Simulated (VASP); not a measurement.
# Hf (Im-3m) in VASP: notebook

Hf is run at these levels: LDA; tasks: single point.

All numbers are computed with VASP 6.6.1; they aren't measurements. Logs are shortened: lines on timing, memory, paths and dates and some standing lists are left out, and cuts for length are marked.

**1. The cell of the first run**

It takes space group Im-3m (No. 229, cubic). Conventional cell: a = 3.536 Å, b = 3.536 Å, c = 3.536 Å, α = 90.00°, β = 90.00°, γ = 90.00°. Within 4.0 Å of Hf (site symmetry m-3m) lie 14 Hf at 3.06 to 3.54 Å.

**2. Single point, LDA**

Contents of INCAR:

```
ALGO     = Normal         # electronic algorithm
EDIFF    = 1E-6           # SCF threshold, eV
ENCUT    = 520            # plane-wave cutoff, eV
ISIF     = 2              # what is computed and relaxed
ISMEAR   = -1             # smearing method
LASPH    = T              # aspherical terms in the spheres
LCHARG   = F              # write CHGCAR
LREAL    = F              # projectors in reciprocal space
LWAVE    = F              # write WAVECAR
NBANDS   = 11             # bands
NELM     = 60             # most SCF steps
PREC     = Accurate       # precision mode
SIGMA    = 0.05           # smearing width, eV
```

Contents of KPOINTS:

```
k-points
0
Gamma
  10 10 10
```

Contents of POSCAR:

```
Hf
1.0
   -1.7681529262      1.7681529262      1.7681529262
    1.7681529262     -1.7681529262      1.7681529262
    1.7681529262      1.7681529262     -1.7681529262
Hf
1
Direct
    0.0000000000      0.0000000000      0.0000000000
```

Potentials or basis: VASP PAW LDA potentials, release 64 (Hf_pv).

Started as:

```bash
> cat potpaw_LDA.64/Hf_pv/POTCAR > POTCAR
> mpirun -np 1 vasp_std > vasp.out
```

OUTCAR:

```text
EDIFF = 1E-6
   ENCUT = 520
   ISIF = 2
   ISMEAR = -1
   LASPH = T
   LREAL = F
   NELM = 60
   PREC = Accurate

 ion  position               nearest neighbor table
   1  0.000  0.000  0.000-

  LATTYP: Found a body centered cubic cell.
 ALAT       =     3.5363058524

  Lattice vectors:

 A1 = (  -1.7681529262,   1.7681529262,   1.7681529262)
 A2 = (   1.7681529262,  -1.7681529262,   1.7681529262)
 A3 = (   1.7681529262,   1.7681529262,  -1.7681529262)

Analysis of symmetry for initial positions (statically):
=====================================================================
 Subroutine PRICEL returns:
 Original cell was already a primitive cell.

 Routine SETGRP: Setting up the symmetry group for a
 body centered cubic supercell.

 Subroutine GETGRP returns: Found 48 space group operations
[... 9 lines left out ...]

 Routine SETGRP: Setting up the symmetry group for a
 body centered cubic supercell.

 Subroutine GETGRP returns: Found 48 space group operations
[... 11 lines left out ...]
                                     Primitive cell

  volume of cell :      22.1116

  direct lattice vectors                    reciprocal lattice vectors
    -1.768152926  1.768152926  1.768152926     0.000000000  0.282780970  0.282780970
     1.768152926 -1.768152926  1.768152926     0.282780970  0.000000000  0.282780970
     1.768152926  1.768152926 -1.768152926     0.282780970  0.282780970  0.000000000

  length of vectors
     3.062530704  3.062530704  3.062530704     0.399912683  0.399912683  0.399912683

  position of ions in fractional coordinates (direct lattice)
     0.000000000  0.000000000  0.000000000

  ion indices of the primitive-cell ions
   primitive index   ion index
                 1           1

----------------------------------------------------------------------------------------

 KPOINTS: k-points

Automatic generation of k-mesh.
 Grid dimensions read from file:
 generate k-points for:   10   10   10

 Generating k-lattice:

  Cartesian coordinates                     Fractional coordinates (reciprocal lattice)
     0.000000000  0.028278097  0.028278097     0.100000000  0.000000000  0.000000000
     0.028278097  0.000000000  0.028278097     0.000000000  0.100000000  0.000000000
     0.028278097  0.028278097  0.000000000     0.000000000  0.000000000  0.100000000

  Length of vectors
     0.039991268  0.039991268  0.039991268

  Shift w.r.t. Gamma in fractional coordinates (k-lattice)
     0.000000000  0.000000000  0.000000000

 Subroutine IBZKPT returns following result:
 ===========================================

 Found     47 irreducible k-points:

 Following reciprocal coordinates:
            Coordinates               Weight
  0.000000  0.000000  0.000000      1.000000
  0.100000  0.000000  0.000000     12.000000
  0.200000  0.000000  0.000000     12.000000
  0.300000  0.000000  0.000000     12.000000
  0.400000  0.000000  0.000000     12.000000
  0.500000  0.000000  0.000000      6.000000
[... 16 lines left out ...]
  0.300000  0.300000  0.100000      8.000000
 -0.300000  0.300000  0.100000     24.000000
 [... further k-points ...]
   k-points           NKPTS =     47   k-points in BZ     NKDIM =     47   number of bands    NBANDS=     11
   number of dos      NEDOS =    301   number of ions     NIONS =      1
   total plane-waves  NPLWV =  13824
   dimension x,y,z NGX =    24 NGY =   24 NGZ =   24
   dimension x,y,z NGXF=    48 NGYF=   48 NGZF=   48
   ions per type =               1
   NGX,Y,Z   is equivalent  to a cutoff of  13.03, 13.03, 13.03 a.u.
   NGXF,Y,Z  is equivalent  to a cutoff of  26.06, 26.06, 26.06 a.u.
 SYSTEM =  unknown system
   PREC   = accura    normal or accurate (medium, high low for compatibility)
   ISTART =      0    job   : 0-new  1-cont  2-samecut
   ICHARG =      2    charge: 1-file 2-atom 10-const
   ISPIN  =      1    spin polarized calculation?
   LNONCOLLINEAR =      F non collinear calculations
   LSORBIT =      F    spin-orbit coupling
   LASPH  =      T    aspherical Exc in radial PAW
   ENCUT  =  520.0 eV  38.22 Ry    6.18 a.u.   5.69  5.69  5.69*2*pi/ulx,y,z
   NELM   =     60;   NELMIN=  2; NELMDL= -5     # of ELM steps
   EDIFF  = 0.1E-05   stopping-criterion for ELM
   LREAL  =      F    real-space projection
   EDIFFG = 0.1E-04   stopping-criterion for IOM
   NSW    =      0    number of steps for IOM
   IBRION =     -1    ionic relax: 0-MD 1-quasi-New 2-CG
   NFREE  =      0    steps in history (QN), initial steepest desc. (CG)
   ISIF   =      2    stress and relaxation
   ISYM   =      2    0-nonsym 1-usesym 2-fastsym
   POTIM  = 0.5000    time-step for ionic-motion
   TEBEG  =    0.0;   TEEND  =   0.0 temperature during run
   PSTRESS=    0.0 pullay stress
   NELECT =      10.0000    total number of electrons
   NUPDOWN=      -1.0000    fix difference up-down
   EMIN   =  10.00;   EMAX   =-10.00  energy-range for DOS
   EFERMI =   0.00;   METHOD = LEGACY
   ISMEAR =    -1;   SIGMA  =   0.05  broadening in eV -4-tet -1-fermi 0-gaus
   EFERMI_NEDOS =   21; number of points for ismear=-14 and -15
   IALGO  =     38    algorithm
   IMIX   =      4    mixing-type and parameters
     AMIX     =   0.40;   BMIX     =  1.00
     AMIX_MAG =   1.60;   BMIX_MAG =  1.00
  volume/ion in A,a.u.               =      22.11       149.22
  Fermi-wavevector in a.u.,A,eV,Ry     =   1.256613  2.374655 21.484649  1.579077
  Thomas-Fermi vector in A             =   2.390313
   LORBIT       =      0    0 simple, 1 ext, 2 COOP (PROOUT), +10 PAW based schemes
   GGA     = CA    functional components
   LHFCALC =     F    Hartree Fock is set to
   AEXX    =    0.0000 exact exchange contribution
   IVDW    =     0    specifies the selected vdW correction
   LEPSILON=     F    determine dielectric tensor
   LRPA    =     F    only Hartree local field effects (RPA)
 non-spin polarized calculation
  energy-cutoff  :      520.00
  volume of cell :       22.11
 maximum number of plane-waves:       610
   NGX = 11   NGY = 11   NGZ = 11

 number of electron      10.0000000 magnetization

 Free energy of the ion-electron system (eV)
  ---------------------------------------------------
  ext. energy  EPLUGINS =         0.00000000
  ---------------------------------------------------
  free energy    TOTEN  =       -10.51335339 eV

  energy without entropy =      -10.49972514  energy(sigma->0) =      -10.50653927

 E-fermi :   4.5440     XC(G=0): -11.5226

 val. band max:        4.5373672738   @ k =   0.3000   0.0000   0.0000
 cond. band min:       4.5778002103   @ k =   0.3000   0.2000   0.0000
 fundamental gap:      0.0404329365
 Fermi energy:         4.5440138473

 k-point     1 :       0.0000    0.0000    0.0000
  band No.  band energies     occupation
      1     -25.0997      2.00000
      2     -25.0997      2.00000
      3     -25.0997      2.00000
      4      -2.4818      2.00000
      5       5.9777      0.00000
      6       5.9777      0.00000
      7       5.9777      0.00000
      8       8.8050      0.00000
      9       8.8050      0.00000
     10      16.8866      0.00000
     11      17.9535      0.00000

 k-point     2 :       0.1000    0.0000    0.0000
  band No.  band energies     occupation
      1     -25.1887      2.00000
      2     -25.1274      2.00000
      3     -25.1001      2.00000
      4      -2.1089      2.00000
      5       5.7262      0.00000
      6       5.8665      0.00000
      7       6.3472      0.00000
      8       8.4437      0.00000
      9       8.8048      0.00000
     10      16.8862      0.00000
     11      18.2864      0.00000

 k-point     3 :       0.2000    0.0000    0.0000
  band No.  band energies     occupation
      1     -25.4152      2.00000
      2     -25.1992      2.00000
      3     -25.1012      2.00000
      4      -1.1001      2.00000
      5       5.1453      0.00001
      6       5.3659      0.00000
      7       7.4229      0.00000
      8       8.1905      0.00000
      9       8.8685      0.00000
     10      16.8846      0.00000
     11      18.5513      0.00000

 k-point     4 :       0.3000    0.0000    0.0000
  band No.  band energies     occupation
      1     -25.6832      2.00000
      2     -25.2865      2.00000
      3     -25.1025      2.00000
      4       0.1567      2.00000
      5       4.5374      1.06637
      6       4.8678      0.00308
      7       8.4651      0.00000
      8       9.0900      0.00000
      9       9.0910      0.00000
     10      16.8730      0.00000
     11      17.3028      0.00000

 k-point     5 :       0.4000    0.0000    0.0000
  band No.  band energies     occupation
      1     -25.8913      2.00000
      2     -25.3560      2.00000
      3     -25.1036      2.00000
      4       0.9544      2.00000
      5       4.1080      1.99967
      6       5.2114      0.00000
      7       8.7054      0.00000
      8       9.4366      0.00000
      9      11.0365      0.00000
     10      15.6984      0.00000
     11      15.7951      0.00000
[... 211 lines left out ...]
 k-point    21 :       0.3000    0.2000    0.1000
  band No.  band energies     occupation
      1     -25.7916      2.00000
      2     -25.4916      2.00000
      3     -25.2591      2.00000
      4       2.6662      2.00000
      5       3.7877      2.00000
      6       4.4525      1.72341
      7       9.2435      0.00000
      8       9.6599      0.00000
      9      12.2170      0.00000
     10      13.9203      0.00000
     11      16.7052      0.00000

 k-point    22 :      -0.2000    0.2000    0.1000
  band No.  band energies     occupation
      1     -25.4161      2.00000
      2     -25.2285      2.00000
      3     -25.1701      2.00000
      4      -0.7593      2.00000
      5       5.4439      0.00000
      6       5.4595      0.00000
      7       7.0624      0.00000
      8       7.2975      0.00000
      9       9.5087      0.00000
     10      16.8833      0.00000
     11      18.8462      0.00000

 k-point    23 :       0.3000    0.3000    0.1000
  band No.  band energies     occupation
      1     -25.6527      2.00000
      2     -25.6527      2.00000
      3     -25.2861      2.00000
      4       3.0989      2.00000
      5       4.1048      1.99969
      6       4.1048      1.99969
      7       9.5692      0.00000
      8       9.5692      0.00000
      9      11.1084      0.00000
     10      15.4728      0.00000
     11      15.4728      0.00000

 k-point    24 :      -0.3000    0.3000    0.1000
  band No.  band energies     occupation
      1     -25.6710      2.00000
      2     -25.3172      2.00000
      3     -25.1682      2.00000
      4       0.4843      2.00000
      5       4.7348      0.04313
      6       4.8787      0.00248
      7       7.4791      0.00000
      8       8.9599      0.00000
      9       9.6165      0.00000
     10      16.7725      0.00000
     11      16.9666      0.00000

 [... further k-points ...]
[... 5 lines left out ...]
  --------------------------------------------------------------------------------------
  -------------------------------------------------------------------------------------
  Total       -1.0718710     -1.0718710     -1.0718710      0.0000000     -0.0000000      0.0000000
  in kB      -77.6664861    -77.6664861    -77.6664861      0.0000000     -0.0000000      0.0000000
  external PRESSURE =     -77.6664861 kB  Pullay stress =       0.0000000 kB

 VOLUME and BASIS-vectors are now :
 -----------------------------------------------------------------------------
  energy-cutoff  :      520.00
  volume of cell :       22.11
      direct lattice vectors                 reciprocal lattice vectors
    -1.768152926  1.768152926  1.768152926     0.000000000  0.282780970  0.282780970
     1.768152926 -1.768152926  1.768152926     0.282780970  0.000000000  0.282780970
     1.768152926  1.768152926 -1.768152926     0.282780970  0.282780970  0.000000000

 POSITION                                       TOTAL-FORCE (eV/Angst)
 -----------------------------------------------------------------------------------
      0.00000      0.00000      0.00000        -0.000000     -0.000000     -0.000000
 -----------------------------------------------------------------------------------
    total drift:                                0.000000      0.000000     -0.000000

  FREE ENERGIE OF THE ION-ELECTRON SYSTEM (eV)
  ---------------------------------------------------
  free  energy   TOTEN  =       -10.5133533915 eV

  energy  without entropy=      -10.4997251391  energy(sigma->0) =      -10.50653927
```

Run time: 4.9 s. Hardware: 1 thread of Intel Xeon 6975P-C, shared host; peak memory 0.13 GiB.

What came out:

- Free energy: -10.5134 eV
- Pressure: -7.8 GPa
- Band gap on the k mesh: zero (band 5 reaches 5.98 eV, above the bottom of band 6 at 3.76 eV)

Levels at points of the mesh, in eV from the Fermi level:
| k point | band 2 | band 3 | band 4 | band 5 | band 6 | band 7 | band 8 | band 9 |
| --- | --- | --- | --- | --- | --- | --- | --- | --- |
| (0.00, 0.00, 0.00) | -29.64 | -29.64 | -7.03 | 1.43 | 1.43 | 1.43 | 4.26 | 4.26 |
| (0.50, 0.00, 0.00) | -29.93 | -29.65 | -3.42 | -0.59 | 1.24 | 4.08 | 5.09 | 7.62 |
| (0.50, 0.50, 0.50) | -30.25 | -30.25 | -2.64 | -2.64 | 6.77 | 6.77 | 6.77 | 7.39 |

Caveat: spin-orbit coupling is left out, which moves the levels of the heavy elements.

**3. Single point, LDA**

This run uses another cell than the first one, of 22.58 Å³/atom, 1.021 times its volume.

Contents of INCAR:

```
  PREC = Accurate
  ENCUT = 520
  EDIFF = 1E-6
  ISMEAR = -1
  SIGMA = 0.05
  LREAL = F
  LASPH = T
  NELM = 80
  ALGO = Normal
  ISIF = 2
  LWAVE = F
  LCHARG = F
  GGA = CA
  NBANDS = 11
```

Contents of KPOINTS:

```
regular mesh
0
Gamma
  10 10 10
```

Contents of POSCAR:

```
Hf
1.0
   -1.7806051177      1.7806051177      1.7806051177
    1.7806051177     -1.7806051177      1.7806051177
    1.7806051177      1.7806051177     -1.7806051177
Hf
1
Direct
    0.0000000000      0.0000000000      0.0000000000
```

Potentials or basis: VASP PAW LDA potentials, release 64 (Hf_pv).

Started as:

```bash
> cat potpaw_LDA.64/Hf_pv/POTCAR > POTCAR
> mpirun -np 1 vasp_std > vasp.out
```

OUTCAR:

```text
PREC = Accurate
   ENCUT = 520
   EDIFF = 1E-6
   ISMEAR = -1
   LREAL = F
   LASPH = T
   NELM = 80
   ISIF = 2
   GGA = CA

 ion  position               nearest neighbor table
   1  0.000  0.000  0.000-

  LATTYP: Found a body centered cubic cell.
 ALAT       =     3.5612102354

  Lattice vectors:

 A1 = (  -1.7806051177,   1.7806051177,   1.7806051177)
 A2 = (   1.7806051177,  -1.7806051177,   1.7806051177)
 A3 = (   1.7806051177,   1.7806051177,  -1.7806051177)

Analysis of symmetry for initial positions (statically):
=====================================================================
 Subroutine PRICEL returns:
 Original cell was already a primitive cell.

 Routine SETGRP: Setting up the symmetry group for a
 body centered cubic supercell.

 Subroutine GETGRP returns: Found 48 space group operations
[... 9 lines left out ...]

 Routine SETGRP: Setting up the symmetry group for a
 body centered cubic supercell.

 Subroutine GETGRP returns: Found 48 space group operations
[... 11 lines left out ...]
                                     Primitive cell

  volume of cell :      22.5820

[... 132 lines left out ...]

 E-fermi :   4.3951     XC(G=0): -11.4274

 val. band max:        4.3476113028   @ k =  -0.4000   0.4000   0.1000
 cond. band min:       4.4145887942   @ k =   0.3000   0.0000   0.0000
 fundamental gap:      0.0669774915
 Fermi energy:         4.3950553770

 k-point     1 :       0.0000    0.0000    0.0000
  band No.  band energies     occupation
      1     -25.3258      2.00000
      2     -25.3258      2.00000
      3     -25.3258      2.00000
      4      -2.5592      2.00000
      5       5.8161      0.00000
      6       5.8161      0.00000
      7       5.8161      0.00000
      8       8.5816      0.00000
      9       8.5816      0.00000
     10      16.6630      0.00000
     11      17.7102      0.00000
[... 309 lines left out ...]
 k-point    24 :      -0.3000    0.3000    0.1000
  band No.  band energies     occupation
      1     -25.8575      2.00000
      2     -25.5292      2.00000
      3     -25.3894      2.00000
      4       0.3591      2.00000
      5       4.5971      0.03455
      6       4.7461      0.00179
      7       7.2863      0.00000
      8       8.7201      0.00000
      9       9.3580      0.00000
     10      16.4679      0.00000
     11      16.7090      0.00000

 [... further k-points ...]
[... 5 lines left out ...]
  --------------------------------------------------------------------------------------
  -------------------------------------------------------------------------------------
  Total       -1.3447778     -1.3447778     -1.3447778      0.0000000     -0.0000000      0.0000000
  in kB      -95.4109627    -95.4109627    -95.4109627      0.0000000     -0.0000000      0.0000000
  external PRESSURE =     -95.4109627 kB  Pullay stress =       0.0000000 kB

 VOLUME and BASIS-vectors are now :
 -----------------------------------------------------------------------------
  energy-cutoff  :      520.00
  volume of cell :       22.58
      direct lattice vectors                 reciprocal lattice vectors
    -1.780605118  1.780605118  1.780605118     0.000000000  0.280803416  0.280803416
     1.780605118 -1.780605118  1.780605118     0.280803416  0.000000000  0.280803416
     1.780605118  1.780605118 -1.780605118     0.280803416  0.280803416  0.000000000

 POSITION                                       TOTAL-FORCE (eV/Angst)
 -----------------------------------------------------------------------------------
      0.00000      0.00000      0.00000         0.000000      0.000000      0.000000
 -----------------------------------------------------------------------------------
    total drift:                               -0.000000      0.000000      0.000000

  FREE ENERGIE OF THE ION-ELECTRON SYSTEM (eV)
  ---------------------------------------------------
  free  energy   TOTEN  =       -10.4879721242 eV

  energy  without entropy=      -10.4740561760  energy(sigma->0) =      -10.48101415
```

Run time: 5 s. Hardware: 1 thread of Intel Xeon 6975P-C, shared host; peak memory 0.13 GiB.

What came out:

```yaml
Free_energy: -10.4880 eV
Pressure: -9.5 GPa
Band_gap_on_the_k_mesh: zero (band 5 reaches 5.82 eV, above the bottom of band 6 at 3.64 eV)
```

Levels at points of the mesh, in eV from the Fermi level:
```csv
k point,band 2,band 3,band 4,band 5,band 6,band 7,band 8,band 9
"(0.00, 0.00, 0.00)",-29.72,-29.72,-6.95,1.42,1.42,1.42,4.19,4.19
"(0.50, 0.00, 0.00)",-29.99,-29.72,-3.35,-0.55,1.17,4.00,4.98,7.43
"(0.50, 0.50, 0.50)",-30.29,-30.29,-2.55,-2.55,6.62,6.62,6.62,7.22
```

Caveat: spin-orbit coupling is left out, which moves the levels of the heavy elements.
